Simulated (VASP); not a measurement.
# AgCl (Pm-3m) in VASP: notebook

Runs on AgCl. Level: PBE. Tasks: electric field gradients.

Everything below comes from runs of VASP 6.6.1. Logs are shortened: lines on timing, memory, paths and dates and some standing lists are left out, and cuts for length are marked.

### Step 1. The cell of the first run

It takes space group Pm-3m (No. 221, cubic). The conventional cell has a = 3.479 Å, b = 3.479 Å, c = 3.479 Å, α = 90.00°, β = 90.00°, γ = 90.00°. Within 4.0 Å of Ag (site symmetry m-3m) lie 8 Cl at 3.01 Å and 6 Ag at 3.48 Å. Cl (site symmetry m-3m) has 8 Ag at 3.01 Å and 6 Cl at 3.48 Å within 4.0 Å.

### Step 2. Electric field gradients, PBE (21.06 Å³/atom)

File INCAR:

```
SYSTEM = AgCl
PREC = Accurate
ENCUT = 520
EDIFF = 1E-8
ISMEAR = -1
SIGMA = 0.01
LREAL = .False.
LASPH = .True.
NELM = 80
ALGO = Normal
ISIF = 2
LWAVE = .False.
LCHARG = .False.
GGA = PE
LEFG = .True.
NBANDS = 16
```

File KPOINTS:

```
Automatic mesh
0
Gamma
  9 9 9
  0 0 0
```

File POSCAR:

```
AgCl
1.0
    3.4791620374      0.0000000000      0.0000000000
    0.0000000000      3.4791620374      0.0000000000
    0.0000000000      0.0000000000      3.4791620374
Ag Cl
1 1
Direct
    0.0000000000      0.0000000000      0.0000000000
    0.5000000000      0.5000000000      0.5000000000
```

Potentials or basis: VASP PAW PBE potentials, release 64 (Ag, Cl).

Command:

```sh
$ cat potpaw_PBE.64/Ag/POTCAR potpaw_PBE.64/Cl/POTCAR > POTCAR
$ mpirun -np 1 vasp_std > vasp.out
```

OUTCAR:

```text
SYSTEM = AgCl
   PREC = Accurate
   ENCUT = 520
   EDIFF = 1E-8
   ISMEAR = -1
   LREAL = .False.
   LASPH = .True.
   NELM = 80
   ISIF = 2
   GGA = PE

 ion  position               nearest neighbor table
   1  0.000  0.000  0.000-   2 3.01   2 3.01   2 3.01   2 3.01   2 3.01   2 3.01   2 3.01   2 3.01

   2  0.500  0.500  0.500-   1 3.01   1 3.01   1 3.01   1 3.01   1 3.01   1 3.01   1 3.01   1 3.01

  LATTYP: Found a simple cubic cell.
 ALAT       =     3.4791620374

  Lattice vectors:

 A1 = (   3.4791620374,   0.0000000000,   0.0000000000)
 A2 = (   0.0000000000,   3.4791620374,   0.0000000000)
 A3 = (   0.0000000000,   0.0000000000,   3.4791620374)

Analysis of symmetry for initial positions (statically):
=====================================================================
 Subroutine PRICEL returns:
 Original cell was already a primitive cell.

 Routine SETGRP: Setting up the symmetry group for a
 simple cubic supercell.

 Subroutine GETGRP returns: Found 48 space group operations
 (whereof 48 operations were pure point group operations)
 out of a pool of 48 trial point group operations.

The static configuration has the point symmetry O_h .

Analysis of symmetry for dynamics (positions and initial velocities):
=====================================================================
 Subroutine PRICEL returns:
 Original cell was already a primitive cell.

 Routine SETGRP: Setting up the symmetry group for a
 simple cubic supercell.

 Subroutine GETGRP returns: Found 48 space group operations
 (whereof 48 operations were pure point group operations)
 out of a pool of 48 trial point group operations.

The dynamic configuration has the point symmetry O_h .

 Subroutine INISYM returns: Found 48 space group operations
 (whereof 48 operations are pure point group operations),
 and found     1 'primitive' translations

----------------------------------------------------------------------------------------

                                     Primitive cell

  volume of cell :      42.1138

  direct lattice vectors                    reciprocal lattice vectors
     3.479162037  0.000000000  0.000000000     0.287425532  0.000000000  0.000000000
     0.000000000  3.479162037  0.000000000     0.000000000  0.287425532  0.000000000
     0.000000000  0.000000000  3.479162037     0.000000000  0.000000000  0.287425532

  length of vectors
     3.479162037  3.479162037  3.479162037     0.287425532  0.287425532  0.287425532

  position of ions in fractional coordinates (direct lattice)
     0.000000000  0.000000000  0.000000000
     0.500000000  0.500000000  0.500000000

  ion indices of the primitive-cell ions
   primitive index   ion index
                 1           1
                 2           2

----------------------------------------------------------------------------------------

 KPOINTS: Automatic mesh

Automatic generation of k-mesh.
 Grid dimensions read from file:
 generate k-points for:    9    9    9

 Generating k-lattice:

  Cartesian coordinates                     Fractional coordinates (reciprocal lattice)
     0.031936170  0.000000000  0.000000000     0.111111111  0.000000000  0.000000000
     0.000000000  0.031936170  0.000000000     0.000000000  0.111111111  0.000000000
     0.000000000  0.000000000  0.031936170     0.000000000  0.000000000  0.111111111

  Length of vectors
     0.031936170  0.031936170  0.031936170

  Shift w.r.t. Gamma in fractional coordinates (k-lattice)
     0.000000000  0.000000000  0.000000000

 Subroutine IBZKPT returns following result:
 ===========================================

 Found     35 irreducible k-points:

 Following reciprocal coordinates:
            Coordinates               Weight
  0.000000  0.000000  0.000000      1.000000
  0.111111  0.000000  0.000000      6.000000
  0.222222  0.000000  0.000000      6.000000
  0.333333  0.000000  0.000000      6.000000
  0.444444  0.000000  0.000000      6.000000
  0.111111  0.111111  0.000000     12.000000
[... 16 lines left out ...]
  0.333333  0.333333  0.111111     24.000000
  0.444444  0.333333  0.111111     48.000000
 [... further k-points ...]
   k-points           NKPTS =     35   k-points in BZ     NKDIM =     35   number of bands    NBANDS=     16
   number of dos      NEDOS =    301   number of ions     NIONS =      2
   total plane-waves  NPLWV =  21952
   dimension x,y,z NGX =    28 NGY =   28 NGZ =   28
   dimension x,y,z NGXF=    56 NGYF=   56 NGZF=   56
   ions per type =               1   1
   NGX,Y,Z   is equivalent  to a cutoff of  13.38, 13.38, 13.38 a.u.
   NGXF,Y,Z  is equivalent  to a cutoff of  26.76, 26.76, 26.76 a.u.
 SYSTEM =  AgCl
   PREC   = accura    normal or accurate (medium, high low for compatibility)
   ISTART =      0    job   : 0-new  1-cont  2-samecut
   ICHARG =      2    charge: 1-file 2-atom 10-const
   ISPIN  =      1    spin polarized calculation?
   LNONCOLLINEAR =      F non collinear calculations
   LSORBIT =      F    spin-orbit coupling
   LASPH  =      T    aspherical Exc in radial PAW
   ENCUT  =  520.0 eV  38.22 Ry    6.18 a.u.   6.47  6.47  6.47*2*pi/ulx,y,z
   NELM   =     80;   NELMIN=  2; NELMDL= -5     # of ELM steps
   EDIFF  = 0.1E-07   stopping-criterion for ELM
   LREAL  =      F    real-space projection
   EDIFFG = 0.1E-06   stopping-criterion for IOM
   NSW    =      0    number of steps for IOM
   IBRION =     -1    ionic relax: 0-MD 1-quasi-New 2-CG
   NFREE  =      0    steps in history (QN), initial steepest desc. (CG)
   ISIF   =      2    stress and relaxation
   ISYM   =      2    0-nonsym 1-usesym 2-fastsym
   POTIM  = 0.5000    time-step for ionic-motion
   TEBEG  =    0.0;   TEEND  =   0.0 temperature during run
   PSTRESS=    0.0 pullay stress
   NELECT =      18.0000    total number of electrons
   NUPDOWN=      -1.0000    fix difference up-down
   EMIN   =  10.00;   EMAX   =-10.00  energy-range for DOS
   EFERMI =   0.00;   METHOD = LEGACY
   ISMEAR =    -1;   SIGMA  =   0.01  broadening in eV -4-tet -1-fermi 0-gaus
   EFERMI_NEDOS =   21; number of points for ismear=-14 and -15
   IALGO  =     38    algorithm
   IMIX   =      4    mixing-type and parameters
     AMIX     =   0.40;   BMIX     =  1.00
     AMIX_MAG =   1.60;   BMIX_MAG =  1.00
  volume/ion in A,a.u.               =      21.06       142.10
  Fermi-wavevector in a.u.,A,eV,Ry     =   1.233174  2.330361 20.690625  1.520718
  Thomas-Fermi vector in A             =   2.367915
   LORBIT       =      0    0 simple, 1 ext, 2 COOP (PROOUT), +10 PAW based schemes
   GGA     = PE    functional components
   LHFCALC =     F    Hartree Fock is set to
   AEXX    =    0.0000 exact exchange contribution
   IVDW    =     0    specifies the selected vdW correction
   LEPSILON=     F    determine dielectric tensor
   LRPA    =     F    only Hartree local field effects (RPA)
 non-spin polarized calculation
  energy-cutoff  :      520.00
  volume of cell :       42.11
 maximum number of plane-waves:      1149
 NGX is ok and might be reduce to    28
   NGX = 13   NGY = 13   NGZ = 13

 number of electron      18.0000001 magnetization

 Free energy of the ion-electron system (eV)
  ---------------------------------------------------
  ext. energy  EPLUGINS =         0.00000000
  ---------------------------------------------------
  free energy    TOTEN  =        -5.11182428 eV

  energy without entropy =       -5.11182428  energy(sigma->0) =       -5.11182428

 E-fermi :   3.6109     XC(G=0): -10.1770

 val. band max:        3.3810698861   @ k =   0.4444   0.0000   0.0000
 cond. band min:       3.9785299730   @ k =   0.0000   0.0000   0.0000
 fundamental gap:      0.5974600869
 Fermi energy:         3.6108762435

 k-point     1 :       0.0000    0.0000    0.0000
  band No.  band energies     occupation
      1     -10.9243      2.00000
      2       0.8465      2.00000
      3       0.8465      2.00000
      4       1.7075      2.00000
      5       1.7075      2.00000
      6       1.7075      2.00000
[... 8 lines left out ...]
     15      16.7776      0.00000
     16      19.7081      0.00000

 k-point     2 :       0.1111    0.0000    0.0000
  band No.  band energies     occupation
      1     -10.8796      2.00000
      2       0.7146      2.00000
      3       0.8612      2.00000
      4       1.4277      2.00000
      5       1.4277      2.00000
      6       1.6439      2.00000
[... 8 lines left out ...]
     15      16.5005      0.00000
     16      19.6665      0.00000

 k-point     3 :       0.2222    0.0000    0.0000
  band No.  band energies     occupation
      1     -10.7622      2.00000
      2       0.0101      2.00000
      3       0.8990      2.00000
      4       1.1019      2.00000
      5       1.1019      2.00000
      6       1.5876      2.00000
[... 8 lines left out ...]
     15      16.7857      0.00000
     16      19.5618      0.00000

 k-point     4 :       0.3333    0.0000    0.0000
  band No.  band energies     occupation
      1     -10.6205      2.00000
      2      -0.7707      2.00000
      3       0.8649      2.00000
      4       0.8649      2.00000
      5       0.9426      2.00000
      6       1.7411      2.00000
[... 8 lines left out ...]
     15      18.3515      0.00000
     16      19.4440      0.00000

 k-point     5 :       0.4444    0.0000    0.0000
  band No.  band energies     occupation
      1     -10.5226      2.00000
      2      -1.2249      2.00000
      3       0.7410      2.00000
      4       0.7410      2.00000
      5       0.9715      2.00000
      6       1.7511      2.00000
[... 8 lines left out ...]
     15      19.0250      0.00000
     16      19.3678      0.00000

 k-point     6 :       0.1111    0.1111    0.0000
  band No.  band energies     occupation
      1     -10.8363      2.00000
      2       0.7031      2.00000
      3       0.7596      2.00000
      4       1.1330      2.00000
      5       1.3264      2.00000
      6       1.6772      2.00000
[... 8 lines left out ...]
     15      17.0065      0.00000
     16      19.0543      0.00000
[... 267 lines left out ...]
 k-point    21 :       0.3333    0.2222    0.1111
  band No.  band energies     occupation
      1     -10.4623      2.00000
      2      -0.3808      2.00000
      3       0.4181      2.00000
      4       1.0001      2.00000
      5       1.1869      2.00000
      6       1.5299      2.00000
[... 8 lines left out ...]
     15      17.0748      0.00000
     16      19.8088      0.00000

 k-point    22 :       0.4444    0.2222    0.1111
  band No.  band energies     occupation
      1     -10.3797      2.00000
      2      -0.7266      2.00000
      3       0.3744      2.00000
      4       1.1232      2.00000
      5       1.1755      2.00000
      6       1.5756      2.00000
[... 8 lines left out ...]
     15      17.4274      0.00000
     16      20.5067      0.00000

 k-point    23 :       0.3333    0.3333    0.1111
  band No.  band energies     occupation
      1     -10.3560      2.00000
      2      -0.2380      2.00000
      3       0.1753      2.00000
      4       1.0275      2.00000
      5       1.2808      2.00000
      6       1.5587      2.00000
[... 8 lines left out ...]
     15      17.2088      0.00000
     16      19.9482      0.00000

 k-point    24 :       0.4444    0.3333    0.1111
  band No.  band energies     occupation
      1     -10.2837      2.00000
      2      -0.3612      2.00000
      3       0.1481      2.00000
      4       1.1725      2.00000
      5       1.3388      2.00000
      6       1.4612      2.00000
[... 8 lines left out ...]
     15      17.3763      0.00000
     16      19.1160      0.00000

 [... further k-points ...]
[... 5 lines left out ...]
  --------------------------------------------------------------------------------------
  -------------------------------------------------------------------------------------
  Total       -0.4951472     -0.4951472     -0.4951472     -0.0000000     -0.0000000      0.0000000
  in kB      -18.8373981    -18.8373981    -18.8373981     -0.0000000     -0.0000000      0.0000000
  external PRESSURE =     -18.8373981 kB  Pullay stress =       0.0000000 kB

 VOLUME and BASIS-vectors are now :
 -----------------------------------------------------------------------------
  energy-cutoff  :      520.00
  volume of cell :       42.11
      direct lattice vectors                 reciprocal lattice vectors
     3.479162037  0.000000000  0.000000000     0.287425532  0.000000000  0.000000000
     0.000000000  3.479162037  0.000000000     0.000000000  0.287425532  0.000000000
     0.000000000  0.000000000  3.479162037     0.000000000  0.000000000  0.287425532

 POSITION                                       TOTAL-FORCE (eV/Angst)
 -----------------------------------------------------------------------------------
      0.00000      0.00000      0.00000         0.000000      0.000000      0.000000
      1.73958      1.73958      1.73958         0.000000      0.000000      0.000000
 -----------------------------------------------------------------------------------
    total drift:                               -0.000000      0.000000      0.000000

  FREE ENERGIE OF THE ION-ELECTRON SYSTEM (eV)
  ---------------------------------------------------
  free  energy   TOTEN  =        -5.1118242755 eV

  energy  without entropy=       -5.1118242755  energy(sigma->0) =       -5.11182428

 Electric field gradients (V/A^2)
---------------------------------------------------------------------
 ion       V_xx      V_yy      V_zz      V_xy      V_xz      V_yz
---------------------------------------------------------------------
   1      -0.000     0.000    -0.000    -0.000     0.000    -0.000
   2      -0.000    -0.000     0.000    -0.000    -0.000    -0.000
---------------------------------------------------------------------

 Electric field gradients after diagonalization (V/A^2)
 (convention: |V_zz| > |V_xx| > |V_yy|)
----------------------------------------------------------------------
 ion       V_xx      V_yy      V_zz     asymmetry (V_yy - V_xx)/ V_zz
----------------------------------------------------------------------
   1      -0.000     0.000    -0.000      -0.783
   2      -0.000    -0.000     0.000       0.264
----------------------------------------------------------------------

           NMR quadrupolar parameters

 Cq : quadrupolar parameter    Cq=e*Q*V_zz/h
 eta: asymmetry parameters     (V_yy - V_xx)/ V_zz
 Q  : nuclear electric quadrupole moment in mb (millibarn)
----------------------------------------------------------------------
 ion       Cq(MHz)       eta       Q (mb)
----------------------------------------------------------------------
   1      -0.000      -0.783       1.000
   2       0.000       0.264       1.000
----------------------------------------------------------------------
```

Wall time 41 s (1 thread of Intel Xeon 8259CL, shared host); peak memory 0.17 GiB.

Results:

```yaml
Free_energy: -5.1118 eV
Pressure: -1.9 GPa
Band_gap_on_the_k_mesh: 0.60 eV (least direct gap 1.95 eV)
Largest_electric_field_gradient_by_atom: under 0.05 V/Å² on every atom
```

Levels at points of the mesh, in eV from the valence-band top:
```csv
k point,band 7,band 8,band 9,band 10,band 11,band 12
"(0.00, 0.00, 0.00)",-1.35,-1.35,-1.35,0.60,9.51,9.51
```

Caveat: semilocal functionals underestimate gaps, and a narrow one can read as zero; an odd mesh through Γ misses points on the zone boundary, where band edges can lie.

[end of part 1 of 2]
